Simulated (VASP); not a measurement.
A run of VASP 6.6.1 is set up as follows.

INCAR

```
SYSTEM = C
  PREC = Accurate
  ENCUT = 520
  EDIFF = 1E-7
  ISMEAR = 0
  SIGMA = 0.1
  LREAL = .False.
  LASPH = .True.
  NELM = 100
  ALGO = Normal
  ISIF = 2
  LWAVE = .False.
  LCHARG = .False.
  GGA = PS
  NBANDS = 8
```

The input KPOINTS:

```
regular mesh
0
Gamma
  9 9 8
  0 0 0
```

POSCAR

```
C
1.0
    1.9972779463      0.0000000000      0.0000000000
   -0.9986389731      1.7296934399      0.0000000000
    0.0000000000      0.0000000000      1.5787925111
C
1
Direct
    0.0000000000      0.0000000000      0.0000000000
```

Potentials or basis: VASP PAW PBE potentials, release 64 (C).

Command:

```bash
$ cat potpaw_PBE.64/C/POTCAR > POTCAR
$ mpirun -np 1 vasp_std > vasp.out
```

Question: What does it give for the pressure?

Answer: 0.7 GPa.

Question: What does it give for the band gap on the k mesh?

Answer: Zero (band 2 reaches 19.00 eV, above the bottom of band 3 at 2.96 eV).

Stress tensor (GPa, compression positive):
```
0.48 0.00 0.00
0.00 0.48 0.00
0.00 0.00 1.04
```

Caveat: the k points lie up to 0.50 Å⁻¹ apart; the PAW data sets were made with another functional, which shifts forces and pressure a little.
